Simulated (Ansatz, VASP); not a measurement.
One calculation of Ca2Zr2N, two programs

File INCAR:

```
PREC = Accurate
ENCUT = 520
EDIFF = 1E-6
ISMEAR = 0
SIGMA = 0.1
LREAL = False
LASPH = True
NELM = 80
ALGO = Normal
ISIF = 2
LWAVE = False
LCHARG = False
GGA = PE
NBANDS = 32
```

KPOINTS

```
regular mesh
0
Gamma
  4 4 4
```

Contents of POSCAR:

```
Ca2Zr2N
1.0
    4.2086719200      0.0000000000      0.0000000000
    0.0000000000      4.2086719200      0.0000000000
    0.0000000000      0.0000000000      5.7089395400
Ca Zr N
2 2 1
Direct
    0.0000000000      0.5000000000      0.5000000000
    0.5000000000      0.0000000000      0.5000000000
    0.5000000000      0.5000000000      0.2399999900
    0.5000000000      0.5000000000      0.7600000100
    0.0000000000      0.0000000000      0.0000000000
```

Input for Ansatz:

```yaml
crystal:
  lattice:
    - [4.20867192, 0.0, 0.0]
    - [0.0, 4.20867192, 0.0]
    - [0.0, 0.0, 5.70893954]
  atoms:
    - { symbol: Ca, position: [0.0, 0.5, 0.5] }
    - { symbol: Ca, position: [0.5, 0.0, 0.5] }
    - { symbol: Zr, position: [0.5, 0.5, 0.23999999] }
    - { symbol: Zr, position: [0.5, 0.5, 0.76000001] }
    - { symbol: "N", position: [0.0, 0.0, 0.0] }
basis:
  ecutwfc: 420
kpoints:
  mp_grid: { grid: [4, 4, 4] }
hamiltonian:
  xc: pbe
scf:
  occupations: { method: gaussian, width: 0.1 }
  lower_state_search: "off"
output:
  forces: true
  stress: true
  eigenvalues: true
```

Change from the starting cell: species swapped into the CeMg2Si2 type (P4/mmm, No. 123).

Alike in both runs: task single point; functional PBE; k mesh 4 × 4 × 4; occupations gaussian, width 0.1 eV; no spin polarisation.

```csv
,VASP,Ansatz
version,VASP 6.6.1,Ansatz 0.2.0
potentials or method,"VASP PAW PBE potentials, release 64 (Ca_sv, Zr_sv, N), cutoff 520 eV","scalar-relativistic, plane waves, PAW"
valence electrons in the cell,49,49
```

|  | VASP | Ansatz | Ansatz less VASP |
| --- | --- | --- | --- |
| gap on the k mesh at the Fermi level (eV) | none | none | - |
| pressure (GPa) | 16.9 | 16.5 | -0.40 |
| traceless stress, the component that is largest in VASP (GPa) | -5.78 | -5.84 | -0.059 |
| rms of the force components (eV/Å) | 1.780 | 1.749 | -0.0301 |

Atom by atom the forces differ by 0.030 eV/Å (rms over components). A gap of «none» marks a metal or a gap that the smearing closes. With one functional, cell and mesh, what is left measures potentials, basis and numerics.

The k mesh is coarse, so the values compare programs but aren't converged.
